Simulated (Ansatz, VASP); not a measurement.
# Two plane-wave programs on ZrCrSb3

```xyz
5
Lattice="4.7290 0.0000 0.0000 0.0000 4.7290 0.0000 0.0000 0.0000 4.7290" Properties=species:S:1:pos:R:3 pbc="T T T"
Zr    2.3645    2.3645    2.3645
Cr    0.0000    0.0000    0.0000
Sb    0.0000    2.3645    2.3645
Sb    2.3645    0.0000    2.3645
Sb    2.3645    2.3645    0.0000
```

Alike in both runs: task relaxation of cell and atoms; functional PBE; k mesh 4 × 4 × 4; occupations gaussian, width 0.1 eV; collinear spin.

|  | VASP | Ansatz |
| --- | --- | --- |
| version | VASP 6.6.1 | Ansatz 0.2.0 |
| potentials or method | VASP PAW PBE potentials, release 64 (Zr_sv, Cr_pv, Sb), cutoff 600 eV | scalar-relativistic, plane waves, PAW |
| valence electrons in the cell | 39 | 71 |

Ansatz gave:

| Item | Value |
| --- | --- |
| gap on the k mesh at the Fermi level, each at its own relaxed structure (eV) | none |
| net moment per atom (μB) | 1.01 |
| size of the moment on the site where the two differ most (μB) | 4.79 |
| relaxed volume (Å³/atom) | 33.72 |
| relaxed length of the cell vector where the two differ most in proportion (Å) | 5.524 |

**Question.** Estimate VASP's values.

**Answer.** gap on the k mesh at the Fermi level, each at its own relaxed structure (eV): none; net moment per atom (μB): 1.01; size of the moment on the site where the two differ most (μB): 4.29; relaxed volume (Å³/atom): 33.75; relaxed length of the cell vector where the two differ most in proportion (Å): 5.526.

Site moments also hang on the region over which each program counts them. A gap of «none» marks a metal or a gap that the smearing closes. VASP's potentials hold 39 valence electrons a cell and Ansatz's 71, so a difference there can come from the potentials and not from the codes.

Spin-orbit coupling is off throughout. Noted on VASP's run: the volume moved by over 15 % at a fixed basis, so the end points are rough.
